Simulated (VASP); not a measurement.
# FeO (Wuestite) (Fm-3m) in VASP: settings compared, part 2 of 2

VASP 6.6.1.

## Step 3: Vibrations by perturbation theory, LDA, collinear spin, ferromagnetic start

Contents of INCAR:

```
PREC = Accurate ; ENCUT = 520
EDIFF = 1E-8 ; ISMEAR = -1
SIGMA = 0.05 ; LREAL = F
LASPH = T ; NELM = 150
ALGO = Normal ; ISIF = 2
LWAVE = F ; LCHARG = F
ISPIN = 2 ; MAGMOM = 3 0
LORBIT = 11 ; LMAXMIX = 4
NBANDS = 18 ; IBRION = 8
NSW = 1
```

Contents of KPOINTS:

```
regular mesh
0
Gamma
  8 8 8
```

Contents of POSCAR:

```
FeO
1.0
    0.0000000000      2.1554000000      2.1554000000
    2.1554000000      0.0000000000      2.1554000000
    2.1554000000      2.1554000000      0.0000000000
Fe O
1 1
Direct
    0.0000000000      0.0000000000      0.0000000000
    0.5000000000      0.5000000000      0.5000000000
```

Potentials or basis: VASP PAW LDA potentials, release 64 (Fe, O).

Run with:

```
$ cat potpaw_LDA.64/Fe/POTCAR potpaw_LDA.64/O/POTCAR > POTCAR
$ mpirun -np 1 vasp_std > vasp.out
```

OUTCAR:

```text
PREC = Accurate
   ENCUT = 520
   EDIFF = 1E-8
   ISMEAR = -1
   LREAL = F
   LASPH = T
   NELM = 150
   ISIF = 2
   ISPIN = 2
   LORBIT = 11
   IBRION = 8
   NSW = 1

 ion  position               nearest neighbor table
   1  0.000  0.000  0.000-   2 2.16   2 2.16   2 2.16   2 2.16   2 2.16   2 2.16
   2  0.500  0.500  0.500-   1 2.16   1 2.16   1 2.16   1 2.16   1 2.16   1 2.16

  LATTYP: Found a face centered cubic cell.
 ALAT       =     4.3108000000

  Lattice vectors:

 A1 = (   0.0000000000,   2.1554000000,   2.1554000000)
 A2 = (   2.1554000000,   0.0000000000,   2.1554000000)
 A3 = (   2.1554000000,   2.1554000000,   0.0000000000)

Analysis of symmetry for initial positions (statically):
=====================================================================
 Subroutine PRICEL returns:
 Original cell was already a primitive cell.

 Routine SETGRP: Setting up the symmetry group for a
 face centered cubic supercell.

 Subroutine GETGRP returns: Found 48 space group operations
 (whereof 48 operations were pure point group operations)
 out of a pool of 48 trial point group operations.

The static configuration has the point symmetry O_h .

Analysis of symmetry for dynamics (positions and initial velocities):
=====================================================================
 Subroutine PRICEL returns:
 Original cell was already a primitive cell.

 Routine SETGRP: Setting up the symmetry group for a
 face centered cubic supercell.

 Subroutine GETGRP returns: Found 48 space group operations
 (whereof 48 operations were pure point group operations)
 out of a pool of 48 trial point group operations.

The dynamic configuration has the point symmetry O_h .

Analysis of structural, dynamic, and magnetic symmetry:
=====================================================================
 Subroutine PRICEL returns:
 Original cell was already a primitive cell.

 Routine SETGRP: Setting up the symmetry group for a
 face centered cubic supercell.

 Subroutine GETGRP returns: Found 48 space group operations
 (whereof 48 operations were pure point group operations)
 out of a pool of 48 trial point group operations.

The overall configuration has the point symmetry O_h .

 Subroutine INISYM returns: Found 48 space group operations
 (whereof 48 operations are pure point group operations),
 and found     1 'primitive' translations

----------------------------------------------------------------------------------------

                                     Primitive cell

  volume of cell :      20.0269

[... 656 lines left out ...]
      1     -13.9792      1.00000
      2       2.6910      1.00000
      3       2.6910      1.00000
      4       2.6910      1.00000
      5       5.0770      1.00000
      6       5.0770      1.00000
[... 496 lines left out ...]
 [... further k-points ...]
[... 5 lines left out ...]
  --------------------------------------------------------------------------------------
  -------------------------------------------------------------------------------------
  Total       -1.9226688     -1.9226688     -1.9226688     -0.0000000     -0.0000000      0.0000000
  in kB     -153.8159740   -153.8159740   -153.8159740     -0.0000000     -0.0000000      0.0000000
  external PRESSURE =    -153.8159740 kB  Pullay stress =       0.0000000 kB

 VOLUME and BASIS-vectors are now :
 -----------------------------------------------------------------------------
  energy-cutoff  :      520.00
  volume of cell :       20.03
      direct lattice vectors                 reciprocal lattice vectors
     0.000000000  2.155400000  2.155400000    -0.231975503  0.231975503  0.231975503
     2.155400000  0.000000000  2.155400000     0.231975503 -0.231975503  0.231975503
     2.155400000  2.155400000  0.000000000     0.231975503  0.231975503 -0.231975503

 POSITION                                       TOTAL-FORCE (eV/Angst)
 -----------------------------------------------------------------------------------
      0.00000      0.00000      0.00000        -0.000000     -0.000000      0.000000
      2.15540      2.15540      2.15540         0.000000      0.000000     -0.000000
 -----------------------------------------------------------------------------------
    total drift:                                0.000000     -0.000000      0.000000

  FREE ENERGIE OF THE ION-ELECTRON SYSTEM (eV)
  ---------------------------------------------------
  free  energy   TOTEN  =       -16.4070148914 eV

  energy  without entropy=      -16.3917320942  energy(sigma->0) =      -16.39937349

[... ionic steps 2 to 3 ...]

--------------------------------------- Ionic step        4  -------------------------------------------

------------------------ aborting loop because EDIFF is reached ----------------------------------------

[... ionic steps 5 to 6 ...]

--------------------------------------- Ionic step        7  -------------------------------------------

 Free energy of the ion-electron system (eV)
  ---------------------------------------------------
  ---------------------------------------------------
  free energy    TOTEN  =        -0.35074627 eV

  energy without entropy =       -0.35074627

------------------------ aborting loop because EDIFF is reached ----------------------------------------

 INTERNAL STRAIN TENSOR  FOR ION    2  DIRECTION 1   (eV/Angst):
 -----------------------------------------------------------------------------
    -0.00733 -0.00000  0.00000
    -0.00000  0.01158  0.00000
     0.00000  0.00000  0.01158

 INTERNAL STRAIN TENSOR FOR ION    2 for displacements in x,y,z  (eV/Angst):
          X           Y           Z          XY          YZ          ZX
  --------------------------------------------------------------------------------
  x     0.00000     0.00000     0.00000     0.00000     0.00000     0.00000
  y     0.00000     0.00000     0.00000     0.00000     0.00000     0.00000
  z     0.00000     0.00000     0.00000     0.00000     0.00000     0.00000

 SECOND DERIVATIVES (NOT SYMMETRIZED)
 ------------------------------------
               1X          1Y          1Z          2X          2Y          2Z
  1X    -1.657713    0.000000    0.000000    1.657713    0.000000    0.000000
  1Y     0.000000   -1.657713    0.000000    0.000000    1.657713    0.000000
  1Z     0.000000    0.000000   -1.657713    0.000000    0.000000    1.657713
  2X     1.631050    0.000000    0.000000   -1.631050    0.000000    0.000000
  2Y     0.000000    1.631050    0.000000    0.000000   -1.631050    0.000000
  2Z     0.000000    0.000000    1.631050    0.000000    0.000000   -1.631050

 Eigenvectors and eigenvalues of the dynamical matrix
 ----------------------------------------------------

   1 f  =    5.671792 THz    35.636918 2PiTHz  189.190606 cm-1    23.456635 meV
             X         Y         Z           dx          dy          dz
      0.000000  0.000000  0.000000     0.000000   -0.474891    0.000000
      2.155400  2.155400  2.155400    -0.000000    0.880045    0.000000
[... 21 lines left out ...]
   6 f/i=    0.019218 THz     0.120748 2PiTHz    0.641031 cm-1     0.079478 meV
             X         Y         Z           dx          dy          dz
      0.000000  0.000000  0.000000    -0.727422   -0.467492    0.163669
      2.155400  2.155400  2.155400    -0.392532   -0.252268    0.088319

--------------------------------------------------------------------------------------------------------

 ELASTIC MODULI CONTR FROM IONIC RELAXATION (kBar)
 Direction    XX          YY          ZZ          XY          YZ          ZX
 --------------------------------------------------------------------------------
 XX           0.0000      0.0000      0.0000      0.0000      0.0000      0.0000
 YY           0.0000      0.0000      0.0000      0.0000      0.0000      0.0000
 ZZ           0.0000      0.0000      0.0000      0.0000      0.0000      0.0000
 XY           0.0000      0.0000      0.0000      0.0000      0.0000      0.0000
 YZ           0.0000      0.0000      0.0000      0.0000      0.0000      0.0000
 ZX           0.0000      0.0000      0.0000      0.0000      0.0000      0.0000
 --------------------------------------------------------------------------------

 total charge

# of ion       s       p       d       tot
------------------------------------------
    1        0.293   0.364   6.109   6.766
    2        1.544   3.408   0.000   4.952
--------------------------------------------------
tot          1.837   3.772   6.109  11.718

 magnetization (x)

# of ion       s       p       d       tot
------------------------------------------
    1        0.024   0.021   3.520   3.565
    2        0.030   0.285   0.000   0.315
--------------------------------------------------
tot          0.055   0.306   3.520   3.880
```

OSZICAR:

```text
N       E                     dE             d eps       ncg     rms          rms(c)
DAV:   1     0.611503765088E+02    0.61150E+02   -0.67047E+03  2248   0.914E+02
DAV:   2    -0.146238106691E+02   -0.75774E+02   -0.64844E+02  2114   0.202E+02
DAV:   3    -0.187768029147E+02   -0.41530E+01   -0.39327E+01  2438   0.489E+01
DAV:   4    -0.188119862117E+02   -0.35183E-01   -0.35153E-01  2518   0.428E+00
[... 47 lines left out ...]
RMM:   9    -0.350746778073E+00    0.13775E-06   -0.25785E-09  7863   0.265E-04    0.173E-04
RMM:  10    -0.350746565368E+00    0.21270E-06   -0.19343E-10  7983   0.118E-04    0.408E-05
RMM:  11    -0.350746378329E+00    0.18704E-06    0.29233E-09  7971   0.537E-05    0.210E-05
RMM:  12    -0.350746264052E+00    0.11428E-06    0.11298E-09  7919   0.408E-05    0.660E-06
RMM:  13    -0.350746273127E+00   -0.90750E-08    0.96646E-10  7956   0.365E-05    0.248E-06
 Linear response finished
```

Wall time 47 s (1 thread of Intel Xeon 6975P-C (Granite Rapids), shared host); peak memory 0.21 GiB.

Results:

```yaml
Net_moment: 3.99 μB per cell
Site_moments: Fe +3.56; O +0.32 μB
Valence_electrons_inside_the_program's_atomic_spheres: Fe 6.77; O 4.95
Highest_phonon_frequency_at_Γ_LO-TO_splitting_left_out: 189 cm⁻¹
```

Phonon frequencies in cm⁻¹ (negative: imaginary):
| q point | frequencies |
| --- | --- |
| (0.000, 0.000, 0.000) | -1 -1 -1 189 189 189 |

Caveat: the cell wasn't relaxed at this level first, which shifts response properties; a cell with one magnetic atom can't hold antiferromagnetic order, which such compounds often take.

## Step 4: Vibrations by perturbation theory, PBEsol, collinear spin, ferromagnetic start

Contents of INCAR:

```
SYSTEM = FeO
PREC     = Accurate       ! precision mode
ENCUT    = 520            ! plane-wave cutoff, eV
EDIFF    = 1E-8           ! SCF threshold, eV
ISMEAR   = -1             ! smearing method
SIGMA    = 0.05           ! smearing width, eV
LREAL    = .False.        ! projectors in reciprocal space
LASPH    = .True.         ! aspherical terms in the spheres
NELM     = 150            ! most SCF steps
ALGO     = Normal         ! electronic algorithm
ISIF     = 2              ! what is computed and relaxed
LWAVE    = .False.        ! write WAVECAR
LCHARG   = .False.        ! write CHGCAR
ISPIN    = 2              ! spin polarisation
MAGMOM   = 3 0            ! initial moments
LORBIT   = 11             ! projections on sites
LMAXMIX  = 4              ! l up to which the mixer works
GGA      = PS             ! functional
NBANDS   = 18             ! bands
IBRION   = 8              ! ionic algorithm
NSW      = 1              ! ionic steps
```

Contents of KPOINTS:

```
regular mesh
0
Gamma
  8 8 8
  0 0 0
```

POSCAR is that of step 3.

Potentials or basis: VASP PAW PBE potentials, release 64 (Fe, O).

Run with:

```
$ cat potpaw_PBE.64/Fe/POTCAR potpaw_PBE.64/O/POTCAR > POTCAR
$ mpirun -np 1 vasp_std > vasp.out
```

OUTCAR:

```text
SYSTEM = FeO
   PREC = Accurate
   ENCUT = 520
   EDIFF = 1E-8
   ISMEAR = -1
   LREAL = .False.
   LASPH = .True.
   NELM = 150
   ISIF = 2
   ISPIN = 2
   LORBIT = 11
   GGA = PS
   IBRION = 8
   NSW = 1

 ion  position               nearest neighbor table
   1  0.000  0.000  0.000-   2 2.16   2 2.16   2 2.16   2 2.16   2 2.16   2 2.16
   2  0.500  0.500  0.500-   1 2.16   1 2.16   1 2.16   1 2.16   1 2.16   1 2.16

  LATTYP: Found a face centered cubic cell.
 ALAT       =     4.3108000000

  Lattice vectors:

 A1 = (   0.0000000000,   2.1554000000,   2.1554000000)
 A2 = (   2.1554000000,   0.0000000000,   2.1554000000)
 A3 = (   2.1554000000,   2.1554000000,   0.0000000000)

Analysis of symmetry for initial positions (statically):
=====================================================================
 Subroutine PRICEL returns:
 Original cell was already a primitive cell.

 Routine SETGRP: Setting up the symmetry group for a
 face centered cubic supercell.

 Subroutine GETGRP returns: Found 48 space group operations
 (whereof 48 operations were pure point group operations)
[... 1267 lines left out ...]
 ------------------------------------
               1X          1Y          1Z          2X          2Y          2Z
  1X    -2.418356    0.000000    0.000000    2.418356    0.000000    0.000000
  1Y     0.000000   -2.418356    0.000000    0.000000    2.418356    0.000000
  1Z     0.000000    0.000000   -2.418356    0.000000    0.000000    2.418356
  2X     2.391443    0.000000    0.000000   -2.391443    0.000000    0.000000
  2Y     0.000000    2.391443    0.000000    0.000000   -2.391443    0.000000
  2Z     0.000000    0.000000    2.391443    0.000000    0.000000   -2.391443

 Eigenvectors and eigenvalues of the dynamical matrix
 ----------------------------------------------------

   1 f  =    6.863883 THz    43.127047 2PiTHz  228.954485 cm-1    28.386725 meV
             X         Y         Z           dx          dy          dz
      0.000000  0.000000  0.000000    -0.473964    0.000000    0.000000
      2.155400  2.155400  2.155400     0.880544    0.000000    0.000000
[... 21 lines left out ...]
   6 f/i=    0.016029 THz     0.100715 2PiTHz    0.534678 cm-1     0.066292 meV
             X         Y         Z           dx          dy          dz
      0.000000  0.000000  0.000000     0.000000    0.000000    0.880544
      2.155400  2.155400  2.155400     0.000000    0.000000    0.473964

--------------------------------------------------------------------------------------------------------

 ELASTIC MODULI CONTR FROM IONIC RELAXATION (kBar)
 Direction    XX          YY          ZZ          XY          YZ          ZX
 --------------------------------------------------------------------------------
 XX           0.0000      0.0000      0.0000      0.0000      0.0000      0.0000
 YY           0.0000      0.0000      0.0000      0.0000      0.0000      0.0000
 ZZ           0.0000      0.0000      0.0000      0.0000      0.0000      0.0000
 XY           0.0000      0.0000      0.0000      0.0000      0.0000      0.0000
 YZ           0.0000      0.0000      0.0000      0.0000      0.0000      0.0000
 ZX           0.0000      0.0000      0.0000      0.0000      0.0000      0.0000
 --------------------------------------------------------------------------------

 total charge

# of ion       s       p       d       tot
------------------------------------------
    1        0.292   0.364   6.085   6.742
    2        1.551   3.415   0.000   4.966
--------------------------------------------------
tot          1.844   3.779   6.085  11.708

 magnetization (x)

# of ion       s       p       d       tot
------------------------------------------
    1        0.027   0.021   3.564   3.612
    2        0.030   0.273   0.000   0.304
--------------------------------------------------
tot          0.057   0.294   3.564   3.915
```

Wall time 62 s (1 thread of Intel Xeon 6975P-C (Granite Rapids), shared host); peak memory 0.22 GiB.

Results:

| Property | Result |
| --- | --- |
| Net moment | 4.00 μB per cell |
| Site moments | Fe +3.61; O +0.30 μB |
| Valence electrons inside the program's atomic spheres | Fe 6.74; O 4.97 |
| Highest phonon frequency at Γ, LO-TO splitting left out | 229 cm⁻¹ |

Phonon frequencies in cm⁻¹ (negative: imaginary):
| q point | frequencies |
| --- | --- |
| (0.000, 0.000, 0.000) | -1 -1 -1 229 229 229 |

Caveat: the cell wasn't relaxed at this level first, which shifts response properties; the PAW data sets were made with another functional, which shifts forces and pressure a little; a cell with one magnetic atom can't hold antiferromagnetic order, which such compounds often take.

## Step 5: Summary

```csv
task,level,potentials or basis,cutoff (eV),ions in elastic constants,moment (μB)
elastic constants,LDA,"VASP PAW LDA potentials, release 64 (Fe, O)",600,relaxed,3.99
vibrations by perturbation theory,LDA,"VASP PAW LDA potentials, release 64 (Fe, O)",520,-,3.99
vibrations by perturbation theory,PBEsol,"VASP PAW PBE potentials, release 64 (Fe, O)",520,-,4.00
```

Alike in all rows: spin collinear, ferromagnetic start; cell as given; k mesh 8 × 8 × 8; smearing fermi-dirac 0.05 eV.

Caveats: a cell with one magnetic atom can't hold antiferromagnetic order, which such compounds often take; the cell wasn't relaxed at this level first, which shifts response properties (some runs); the cell is under stress, which shifts elastic constants (some runs); the PAW data sets were made with another functional, which shifts forces and pressure a little (some runs).

Absolute energies hang on the potentials; compare differences alone.
